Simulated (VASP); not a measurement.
Crystal: Pd.

```
CELL_PARAMETERS angstrom
2.76694 0.00000 0.00000
-1.38347 2.39624 0.00000
0.00000 0.00000 6.96832
ATOMIC_POSITIONS crystal
Pd 0.00000 0.00000 0.00000
Pd 0.33333 0.66667 0.33333
Pd 0.66667 0.33333 0.66667
```

```yaml
Program: VASP 6.6.1
Task: relaxation of cell and atoms
Functional: PBE
Potentials_or_basis: VASP PAW PBE potentials, release 64 (Pd)
Cutoff: 600 eV
k_mesh: 18 × 18 × 7
Occupations: gaussian, width 0.1 eV
Spin: no spin polarisation
```

At the start: pressure -0.9 GPa; volume 15.40 Å³/atom.

**Question.** How do energy, volume and symmetry change on relaxing?

**Answer.** Over 5 steps the energy falls by 3.4 meV/atom and the volume is 15.29 Å³/atom (-0.7 %); space group Fm-3m (No. 225, to 0.05 Å).

Step by step:
```
step  energy change (eV)  largest force (eV/Å)  pressure (GPa)  volume (Å³)
   1              0.0000                0.0000           -0.94        46.20
   2             -0.0077                0.0000            1.00        45.60
   3             -0.0078                0.0000            1.13        45.57
   4             -0.0097                0.0000           -0.44        45.99
   5             -0.0101                0.0000           -0.01        45.87
```

Final structure:
```
Pd
1.0
     2.78504    0.00000    0.00000
    -1.39252    2.41191    0.00000
     0.00000    0.00000    6.82886
Pd
3
Direct
  0.00000 0.00000 0.00000
  0.33333 0.66667 0.33333
  0.66667 0.33333 0.66667
```
